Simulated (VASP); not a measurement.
# Al18W in VASP: further runs

Runs on Al18W. Level: PBE+D3(BJ). Tasks: single point.

Program: VASP 6.6.1. These are calculated values, not measurements. Logs are shortened: lines on timing, memory, paths and dates and some standing lists are left out, and cuts for length are marked.

**1. The cell of the first run**

The cell holds a slab with vacuum, 19 atoms: a = 5.728 Å, b = 8.591 Å, c = 17.677 Å, α = 90.00°, β = 90.00°, γ = 60.00°.

**2. Single point, PBE+D3(BJ)**

File INCAR:

```
SYSTEM = Al18W
ALGO = Normal ; EDIFF = 1E-6
ENCUT = 520 ; GGA = PE
ISIF = 2 ; ISMEAR = 0
IVDW = 12 ; LASPH = .TRUE.
LCHARG = .FALSE. ; LREAL = Auto
LWAVE = .FALSE. ; NBANDS = 49
NELM = 80 ; PREC = Accurate
SIGMA = 0.1
```

File KPOINTS:

```
k-points
0
G
  4 3 1
  0 0 0
```

File POSCAR:

```
Al18W
1.0
    5.7275650000      0.0000000000      0.0000000000
    4.2956740000      7.4403250000      0.0000000000
    0.0000000000      0.0000000000     17.6765370000
Al W
18 1
Direct
    0.1666665958      0.1111111410      0.0565721668
    0.6666666831      0.1111111410      0.0565721668
    0.1666667458      0.4444444295      0.0565721668
    0.6666666585      0.4444444295      0.0565721668
    0.1666666204      0.7777778524      0.0565721668
    0.6666665331      0.7777778524      0.0565721668
   -0.2026992357      0.2342708148      0.1841568855
    0.3054109029      0.2279549616      0.1877635308
   -0.1858146283      0.5625888654      0.1826927412
    0.3097112234      0.5622300101      0.1853347746
   -0.1951333895      0.8911840545      0.1824068821
    0.3096010573      0.8972198123      0.1838578450
    0.0082881342      0.0389899635      0.3267724329
    0.5383731676     -0.0121853548      0.3154973737
   -0.0712345992      0.3669097788      0.3093354202
    0.4665508040      0.3402285518      0.3176834354
    0.0003227585      0.6698917050      0.3195624233
    0.4729137444      0.6814664682      0.3117617438
    5.0329892209      5.9560844452      5.2021888111
```

Potentials or basis: VASP PAW PBE potentials, release 64 (Al, W_sv).

Command:

```console
$ cat potpaw_PBE.64/Al/POTCAR potpaw_PBE.64/W_sv/POTCAR > POTCAR
$ mpirun -np 1 vasp_std > vasp.out
```

OUTCAR:

```text
SYSTEM = Al18W
   EDIFF = 1E-6
   ENCUT = 520
   GGA = PE
   ISIF = 2
   ISMEAR = 0
   IVDW = 12
   LASPH = .TRUE.
   LREAL = Auto
   NELM = 80
   PREC = Accurate
 IVDW          = 12

 ion  position               nearest neighbor table
   1  0.167  0.111  0.057-  12 2.76   8 2.80   2 2.86   4 2.86   6 2.86   5 2.86   3 2.86   2 2.86
                             7 2.91  19 3.16
   2  0.667  0.111  0.057-   7 2.75  11 2.77   1 2.86   4 2.86   3 2.86   5 2.86   6 2.86   1 2.86
                             8 2.93  19 3.16
   3  0.167  0.444  0.057-  10 2.78   8 2.83   9 2.83   4 2.86   2 2.86   1 2.86   5 2.86   4 2.86
                             6 2.86
   4  0.667  0.444  0.057-   7 2.75   9 2.75   3 2.86   2 2.86   1 2.86   6 2.86   5 2.86   3 2.86
                            10 2.88
   5  0.167  0.778  0.057-  12 2.76  10 2.79  11 2.86   6 2.86   2 2.86   1 2.86   3 2.86   4 2.86
                             6 2.86  19 2.90
   6  0.667  0.778  0.057-  11 2.70   9 2.75  12 2.86   5 2.86   1 2.86   2 2.86   4 2.86   5 2.86
                             3 2.86
   7  0.797  0.234  0.184-  19 2.10   4 2.75   2 2.75  15 2.76  10 2.81   8 2.85   9 2.87  16 2.87
                             8 2.88   1 2.91  12 2.92  11 2.93  13 2.93
   8  0.305  0.228  0.188-   1 2.80  16 2.82   3 2.83  12 2.83   7 2.85   9 2.85  15 2.85  11 2.88
                             7 2.88  10 2.88  14 2.90   2 2.93  19 3.41
   9  0.814  0.563  0.183-  15 2.68   6 2.75   4 2.75  11 2.80   3 2.83  10 2.84  18 2.84   8 2.85
                             7 2.87  12 2.88  10 2.89  17 2.97
  10  0.310  0.562  0.185-   3 2.78   5 2.79   7 2.81  18 2.81  17 2.83   9 2.84  11 2.86  16 2.86
                            12 2.88   4 2.88   8 2.88   9 2.89  19 2.95
  11  0.805  0.891  0.182-  19 1.69  14 2.70   6 2.70   2 2.77   9 2.80  12 2.81   5 2.86  10 2.86
                             8 2.88  12 2.92   7 2.93  17 2.94  13 3.31
  12  0.310  0.897  0.184-  19 1.44   1 2.76   5 2.76  18 2.77  11 2.81   8 2.83   6 2.86  10 2.88
                             9 2.88   7 2.92  11 2.92  13 2.96  14 2.96
  13  0.008  0.039  0.327-  19 2.30  15 2.64  14 2.85  16 2.88  18 2.90   7 2.93  14 2.94  12 2.96
                            17 3.20  11 3.31
  14  0.538  0.988  0.315-  17 2.69  11 2.70  18 2.84  16 2.84  13 2.85   8 2.90  13 2.94  12 2.96
                            19 3.37
  15  0.929  0.367  0.309-  13 2.64  18 2.66   9 2.68   7 2.76  16 2.77  17 2.84   8 2.85  16 2.98

  16  0.467  0.340  0.318-  17 2.76  15 2.77   8 2.82  14 2.84  10 2.86   7 2.87  13 2.88  18 2.95
                            15 2.98
  17  0.000  0.670  0.320-  14 2.69  16 2.76  18 2.76  10 2.83  15 2.84  11 2.94   9 2.97  18 2.98
                            13 3.20  19 3.29
  18  0.473  0.681  0.312-  15 2.66  17 2.76  12 2.77  10 2.81  14 2.84   9 2.84  13 2.90  16 2.95
                            17 2.98  19 3.12
  19  0.033  0.956  0.202-  12 1.44  11 1.69   7 2.10  13 2.30   5 2.90  10 2.95  18 3.12   1 3.16
                             2 3.16  17 3.29  14 3.37   8 3.41

 -----------------------------------------------------------------------------
|                                                                             |
|           W    W    AA    RRRRR   N    N  II  N    N   GGGG   !!!           |
|           W    W   A  A   R    R  NN   N  II  NN   N  G    G  !!!           |
|           W    W  A    A  R    R  N N  N  II  N N  N  G       !!!           |
|           W WW W  AAAAAA  RRRRR   N  N N  II  N  N N  G  GGG   !            |
|           WW  WW  A    A  R   R   N   NN  II  N   NN  G    G                |
|           W    W  A    A  R    R  N    N  II  N    N   GGGG   !!!           |
|                                                                             |
|     The distance between some ions is very small. Please check the          |
|     nearest-neighbor list in the OUTCAR file.                               |
|     I HOPE YOU KNOW WHAT YOU ARE DOING!                                     |
|                                                                             |
 -----------------------------------------------------------------------------

  LATTYP: Found a simple monoclinic cell.
 ALAT       =     5.7275650000
 B/A-ratio  =     3.0862219809
 C/A-ratio  =     1.3228756151
 COS(beta)  =    -0.1889822093

  Lattice vectors:

 A1 = (   5.7275650000,   0.0000000000,   0.0000000000)
 A2 = (   0.0000000000,   0.0000000000, -17.6765370000)
 A3 = (  -1.4318910000,   7.4403250000,   0.0000000000)

Analysis of symmetry for initial positions (statically):
=====================================================================
 Subroutine PRICEL returns:
 Original cell was already a primitive cell.

 Routine SETGRP: Setting up the symmetry group for a
 simple monoclinic supercell.

 Subroutine GETGRP returns: Found  1 space group operations
 (whereof  1 operations were pure point group operations)
 out of a pool of  4 trial point group operations.

The static configuration has the point symmetry C_1 .

Analysis of symmetry for dynamics (positions and initial velocities):
=====================================================================
 Subroutine PRICEL returns:
 Original cell was already a primitive cell.

 Routine SETGRP: Setting up the symmetry group for a
 simple monoclinic supercell.

 Subroutine GETGRP returns: Found  1 space group operations
 (whereof  1 operations were pure point group operations)
 out of a pool of  4 trial point group operations.

The dynamic configuration has the point symmetry C_1 .

 Subroutine INISYM returns: Found  1 space group operations
 (whereof  1 operations are pure point group operations),
 and found     1 'primitive' translations

[... 58 lines left out ...]

 KPOINTS: k-points

Automatic generation of k-mesh.
 Grid dimensions read from file:
 generate k-points for:    4    3    1

 Generating k-lattice:

  Cartesian coordinates                     Fractional coordinates (reciprocal lattice)
     0.043648566 -0.025200514  0.000000000     0.250000000  0.000000000  0.000000000
     0.000000000  0.044800910  0.000000000     0.000000000  0.333333333  0.000000000
     0.000000000  0.000000000  0.056572167     0.000000000  0.000000000  1.000000000

  Length of vectors
     0.050401024  0.044800910  0.056572167

  Shift w.r.t. Gamma in fractional coordinates (k-lattice)
     0.000000000  0.000000000  0.000000000

 Subroutine IBZKPT returns following result:
 ===========================================

 Found      7 irreducible k-points:

 Following reciprocal coordinates:
            Coordinates               Weight
  0.000000  0.000000  0.000000      1.000000
  0.250000 -0.000000  0.000000      2.000000
  0.500000 -0.000000  0.000000      1.000000
  0.000000  0.333333  0.000000      2.000000
  0.250000  0.333333  0.000000      2.000000
  0.500000  0.333333  0.000000      2.000000
 -0.250000  0.333333  0.000000      2.000000
   k-points           NKPTS =      7   k-points in BZ     NKDIM =      7   number of bands    NBANDS=     49
   number of dos      NEDOS =    301   number of ions     NIONS =     19
   total plane-waves  NPLWV = 430080
   dimension x,y,z NGX =    48 NGY =   64 NGZ =  140
   dimension x,y,z NGXF=    96 NGYF=  128 NGZF=  280
   ions per type =              18   1
   NGX,Y,Z   is equivalent  to a cutoff of  13.93, 12.38, 13.17 a.u.
   NGXF,Y,Z  is equivalent  to a cutoff of  27.86, 24.77, 26.33 a.u.
 SYSTEM =  Al18W
   PREC   = accura    normal or accurate (medium, high low for compatibility)
   ISTART =      0    job   : 0-new  1-cont  2-samecut
   ICHARG =      2    charge: 1-file 2-atom 10-const
   ISPIN  =      1    spin polarized calculation?
   LNONCOLLINEAR =      F non collinear calculations
   LSORBIT =      F    spin-orbit coupling
   LASPH  =      T    aspherical Exc in radial PAW
   ENCUT  =  520.0 eV  38.22 Ry    6.18 a.u.  10.65 15.97 32.87*2*pi/ulx,y,z
   NELM   =     80;   NELMIN=  2; NELMDL= -5     # of ELM steps
   EDIFF  = 0.1E-05   stopping-criterion for ELM
   LREAL  =      T    real-space projection
   EDIFFG = 0.1E-04   stopping-criterion for IOM
   NSW    =      0    number of steps for IOM
   IBRION =     -1    ionic relax: 0-MD 1-quasi-New 2-CG
   NFREE  =      0    steps in history (QN), initial steepest desc. (CG)
   ISIF   =      2    stress and relaxation
   ISYM   =      2    0-nonsym 1-usesym 2-fastsym
   POTIM  = 0.5000    time-step for ionic-motion
   TEBEG  =    0.0;   TEEND  =   0.0 temperature during run
   PSTRESS=    0.0 pullay stress
   NELECT =      68.0000    total number of electrons
   NUPDOWN=      -1.0000    fix difference up-down
   EMIN   =  10.00;   EMAX   =-10.00  energy-range for DOS
   EFERMI =   0.00;   METHOD = LEGACY
   ISMEAR =     0;   SIGMA  =   0.10  broadening in eV -4-tet -1-fermi 0-gaus
   EFERMI_NEDOS =   21; number of points for ismear=-14 and -15
   IALGO  =     38    algorithm
   IMIX   =      4    mixing-type and parameters
     AMIX     =   0.40;   BMIX     =  1.00
     AMIX_MAG =   1.60;   BMIX_MAG =  1.00
  volume/ion in A,a.u.               =      39.65       267.55
  Fermi-wavevector in a.u.,A,eV,Ry     =   0.734387  1.387790  7.337945  0.539324
  Thomas-Fermi vector in A             =   1.827327
   LORBIT       =      0    0 simple, 1 ext, 2 COOP (PROOUT), +10 PAW based schemes
   GGA     = PE    functional components
   LHFCALC =     F    Hartree Fock is set to
   AEXX    =    0.0000 exact exchange contribution
   IVDW    =    12    specifies the selected vdW correction
   LEPSILON=     F    determine dielectric tensor
   LRPA    =     F    only Hartree local field effects (RPA)
 non-spin polarized calculation
 Gauss-broadening in eV      SIGMA  =   0.10
  energy-cutoff  :      520.00
  volume of cell :      753.28
 maximum number of plane-waves:     20302
 NGX is ok and might be reduce to    48
   NGX = 21   NGY = 31   NGZ = 65

 number of electron      68.0000001 magnetization

 Free energy of the ion-electron system (eV)
  ---------------------------------------------------
  ext. energy  EPLUGINS =         0.00000000
  ---------------------------------------------------
  free energy    TOTEN  =       -44.14319409 eV

  energy without entropy =      -44.08508642  energy(sigma->0) =      -44.11414025

 E-fermi :   0.9138     XC(G=0):  -5.1470

 val. band max:        0.8959406327   @ k =   0.5000   0.3333   0.0000
 cond. band min:       0.9226627027   @ k =  -0.2500   0.3333   0.0000
 fundamental gap:      0.0267220700
 Fermi energy:         0.9137629098

 k-point     1 :       0.0000    0.0000    0.0000
  band No.  band energies     occupation
      1     -71.7942      2.00000
      2     -38.2603      2.00000
      3     -36.4161      2.00000
      4     -36.1058      2.00000
      5      -9.7241      2.00000
      6      -7.9211      2.00000
[... 332 lines left out ...]
     45       3.1637      0.00000
     46       3.5548      0.00000
 [bands above 46 left out]

------------------------ aborting loop because EDIFF is reached ----------------------------------------

 Edisp (eV)   -4.88887

 E8    (eV) :    -2.3143

  FORCE on cell =-STRESS in cart. coord.  units (eV):
  Direction    XX          YY          ZZ          XY          YZ          ZX
  --------------------------------------------------------------------------------------
  -------------------------------------------------------------------------------------
  Total     106.01650    17.63246    16.87203   -10.50412     9.74744    -5.95430
  in kB     225.48878    37.50286    35.88549   -22.34143    20.73204   -12.66433
  external pressure =       99.63 kB  Pullay stress =        0.00 kB

 VOLUME and BASIS-vectors are now :
 -----------------------------------------------------------------------------
  energy-cutoff  :      520.00
  volume of cell :      753.28
      direct lattice vectors                 reciprocal lattice vectors
     5.727565000  0.000000000  0.000000000     0.174594265 -0.100802054  0.000000000
     4.295674000  7.440325000  0.000000000     0.000000000  0.134402731  0.000000000
     0.000000000  0.000000000 17.676537000     0.000000000  0.000000000  0.056572167

 POSITION                                       TOTAL-FORCE (eV/Angst)
 -----------------------------------------------------------------------------------
      1.43189      0.82670      1.00000        -0.202859     -0.137329     -0.138841
      4.29567      0.82670      1.00000         0.051336     -0.071401     -0.213833
      2.86378      3.30681      1.00000        -0.127041      0.060196     -0.024795
      5.72757      3.30681      1.00000        -0.042651      0.021636     -0.142101
      4.29567      5.78692      1.00000        -0.089941      0.259232     -0.153805
      7.15946      5.78692      1.00000        -0.093738     -0.081869     -0.457109
[... 11 lines left out ...]
      5.63600      5.07033      5.51087        -0.059869      0.514538      0.099693
      4.29598      7.11358      3.57400       -26.310797     17.862051     16.454043
 -----------------------------------------------------------------------------------
    total drift:                               -0.018397      0.002903     -0.004135

  FREE ENERGIE OF THE ION-ELECTRON SYSTEM (eV)
  ---------------------------------------------------
  free  energy   TOTEN  =       -49.0320681366 eV

  energy  without entropy=      -48.9739604714  energy(sigma->0) =      -49.00301430
```

Run time: 19 min. Hardware: 1 thread of Intel Xeon 8259CL, shared host; peak memory 0.86 GiB.

Results:

* Free energy: -49.0321 eV
* Largest force: 58.494 eV/Å
* Band gap on the k mesh: zero (bands 34 and 35 overlap by 0.35 eV)
* Dispersion energy per atom: -0.257 eV

Forces in eV/Å, atoms in the order of the input:
```
Al   -0.203  -0.137  -0.139
Al    0.051  -0.071  -0.214
Al   -0.127   0.060  -0.025
Al   -0.043   0.022  -0.142
Al   -0.090   0.259  -0.154
Al   -0.094  -0.082  -0.457
Al   -0.510   6.767  -0.652
Al   -0.073   0.153   0.311
Al    0.043  -0.254   0.079
Al    0.008   0.114   0.156
Al  -27.149  -8.323  -5.905
Al   54.143 -17.970 -12.932
Al    0.001   0.453   2.938
Al    0.101   0.625   0.383
Al    0.678  -0.040   0.462
Al   -0.229  -0.005  -0.089
Al   -0.138   0.053  -0.174
Al   -0.060   0.515   0.100
W   -26.311  17.862  16.454
```

Caveat: atoms lie so close that the PAW spheres overlap strongly, which falsifies energies and pressures; spin-orbit coupling is left out, which moves the levels of the heavy elements.

**3. Single point, PBE+D3(BJ)**

File INCAR:

```
SYSTEM = Al18W
  ALGO = Normal
  EDIFF = 1E-6
  ENCUT = 520
  GGA = PE
  ISIF = 2
  ISMEAR = 0
  IVDW = 12
  LASPH = .True.
  LCHARG = .False.
  LREAL = Auto
  LWAVE = .False.
  NBANDS = 49
  NELM = 80
  PREC = Accurate
  SIGMA = 0.1
```

File KPOINTS:

```
k-points
0
Gamma
  4 3 1
  0 0 0
```

File POSCAR:

```
Al18W
1.0
    5.7275650000      0.0000000000      0.0000000000
    4.2956740000      7.4403250000      0.0000000000
    0.0000000000      0.0000000000     17.6765370000
Al W
18 1
Direct
    0.1666665958      0.1111111410      0.0565721668
    0.6666666831      0.1111111410      0.0565721668
    0.1666665712      0.4444444295      0.0565721668
    0.6666666585      0.4444444295      0.0565721668
    0.1666666204      0.7777778524      0.0565721668
    0.6666665331      0.7777778524      0.0565721668
   -0.1749136122      0.2190487647      0.1900234758
    0.3237310806      0.2228221213      0.1908303080
   -0.1744338667      0.5589789425      0.1837661415
    0.3256673356      0.5552437562      0.1872529105
   -0.1611159091      0.8873051916      0.1878494640
    0.3302590039      0.8926217605      0.1894762532
    0.0608286174      0.0304618414      0.3413907373
    0.5795245523     -0.0221673112      0.3211312261
   -0.0682303005      0.3711176595      0.3104148737
    0.4906360788      0.3322139826      0.3229534156
    0.0116073205      0.6567684879      0.3198636701
    0.4733484042      0.6822517834      0.3148809068
    6.2645398585      7.2113020601      6.4091170120
```

Potentials or basis: VASP PAW PBE potentials, release 64 (Al, W_sv).

Command:

```console
$ cat potpaw_PBE.64/Al/POTCAR potpaw_PBE.64/W_sv/POTCAR > POTCAR
$ mpirun -np 1 vasp_std > vasp.out
```

It took 18 min on 1 thread of Intel Xeon 8259CL, shared host; peak memory 0.86 GiB.

Results (log left out):

| Item | Value |
| --- | --- |
| Free energy | -76.3910 eV |
| Largest force | 0.140 eV/Å |
| Band gap on the k mesh | zero (bands 34 and 35 overlap by 0.28 eV) |
| Dispersion energy per atom | -0.242 eV |

Forces in eV/Å, atoms in the order of the input:
```
Al   0.021 -0.084 -0.013
Al   0.019  0.032  0.019
Al   0.081  0.028 -0.054
Al  -0.103 -0.009  0.013
Al   0.106 -0.041  0.066
Al  -0.111  0.081 -0.030
Al  -0.004 -0.003 -0.003
Al   0.003  0.001  0.006
Al  -0.004 -0.002 -0.003
Al  -0.001 -0.005  0.001
Al   0.003  0.001  0.000
Al  -0.003  0.001 -0.008
Al   0.014 -0.007 -0.009
Al  -0.006 -0.006  0.006
Al  -0.008 -0.002 -0.004
Al  -0.006  0.010  0.003
Al  -0.006  0.004  0.013
Al  -0.004  0.001 -0.003
W    0.006  0.000  0.000
```

Levels at points of the mesh, in eV from the Fermi level:
| k point | band 31 | band 32 | band 33 | band 34 | band 35 | band 36 | band 37 | band 38 |
| --- | --- | --- | --- | --- | --- | --- | --- | --- |
| (0.00, 0.00, 0.00) | -0.66 | -0.61 | -0.52 | -0.32 | 0.03 | 0.10 | 0.37 | 0.50 |
| (0.50, 0.00, 0.00) | -0.80 | -0.77 | -0.23 | -0.19 | 0.13 | 0.46 | 0.75 | 0.97 |

Caveat: spin-orbit coupling is left out, which moves the levels of the heavy elements.
